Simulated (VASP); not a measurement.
Wanted: the native input for a VASP 6.6.1 run.

```yaml
Task: single point
Functional: PBE
Potentials_or_basis: VASP PAW PBE potentials, release 64 (Br, Hf_pv, N)
Cutoff: 520 eV
k_mesh: 6 × 6 × 6
Occupations: fermi-dirac, width 0.1 eV
Spin: no spin polarisation
Dipole_correction: no
Further_INCAR_settings: ALGO = Normal; EDIFF = 1e-07; NBANDS = 41
```

The structure of HfBr6N2 lies in POSCAR:

```
HfBr6N2
1.0
    0.0000000000      4.9377960000      4.9377960000
    4.9377960000      0.0000000000      4.9377960000
    4.9377960000      4.9377960000      0.0000000000
Br Hf N
6 1 2
Direct
    0.7563000000      0.2437000000      0.2437000000
    0.2437000000      0.7563000000      0.2437000000
    0.2437000000      0.7563000000      0.7563000000
    0.7563000000      0.2437000000      0.7563000000
    0.2437000000      0.2437000000      0.7563000000
    0.7563000000      0.7563000000      0.2437000000
    0.0000000000      0.0000000000      0.0000000000
    0.2500000000      0.2500000000      0.2500000000
    0.7500000000      0.7500000000      0.7500000000
```

One way to write it, as run:

INCAR

```
  PREC = Accurate
  ENCUT = 520
  EDIFF = 1E-7
  ISMEAR = -1
  SIGMA = 0.1
  LREAL = False
  LASPH = True
  NELM = 80
  ALGO = Normal
  ISIF = 2
  LWAVE = False
  LCHARG = True
  GGA = PE
  LELF = True
  LVHAR = True
  NBANDS = 41
```

KPOINTS

```
Automatic mesh
0
Gamma
  6 6 6
```

Potentials or basis: VASP PAW PBE potentials, release 64 (Br, Hf_pv, N).

Command:

```sh
$ cat potpaw_PBE.64/Br/POTCAR potpaw_PBE.64/Hf_pv/POTCAR potpaw_PBE.64/N/POTCAR > POTCAR
$ mpirun -np 1 vasp_std > vasp.out
```

It gave:

```yaml
Pressure: 8.5 GPa
Largest_force: 2.816 eV/Å
Band_gap_on_the_k_mesh: zero (bands 31 and 32 overlap by 0.15 eV)
```

Caveat: the cell stands under pressure; spin-orbit coupling is left out, which moves the levels of the heavy elements; forces of over 1 eV/Å act on the atoms, so gaps and moduli don't describe the material at rest.

Wall time 4.3 min on 1 thread of AMD EPYC 9R45 96-Core Processor (Zen 5), with other jobs on the host, peak memory 0.44 GiB.
